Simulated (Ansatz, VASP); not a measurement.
**Two plane-wave programs on Zn**

```xyz
8
Lattice="0.0000 0.0000 -5.1247 -5.2034 0.0000 -2.5624 0.0000 5.2034 -2.5624" Properties=species:S:1:pos:R:3 pbc="T T T"
Zn   -2.6017    0.0000   -3.2030
Zn   -2.6017    0.0000   -5.7653
Zn    0.0000    2.6017   -1.9218
Zn    0.0000    2.6017   -4.4841
Zn    0.0000    0.0000   -2.5624
Zn    0.0000    0.0000    0.0000
Zn   -2.6017    2.6017   -3.8435
Zn   -2.6017    2.6017   -6.4059
```

Alike in both runs: functional PBE; k mesh 8 × 8 × 8; occupations gaussian, width 0.1 eV; no spin polarisation.

Ansatz relaxed the structure, and its values are those at the end. VASP's run is a single point on that final structure, the one shown.

|  | VASP | Ansatz |
| --- | --- | --- |
| version | VASP 6.6.1 | Ansatz 0.2.0 |
| potentials or method | VASP PAW PBE potentials, release 64 (Zn), cutoff 520 eV | scalar-relativistic, plane waves, PAW |
| valence electrons in the cell | 96 | 96 |

Ansatz gave:

```
gap on the k mesh at the Fermi level (eV) : none
pressure (GPa)                            : 0.0
```

Problem. What did VASP give for the same quantities?

Solution. gap on the k mesh at the Fermi level (eV): none; pressure (GPa): 0.3.

A gap of «none» marks a metal or a gap that the smearing closes.
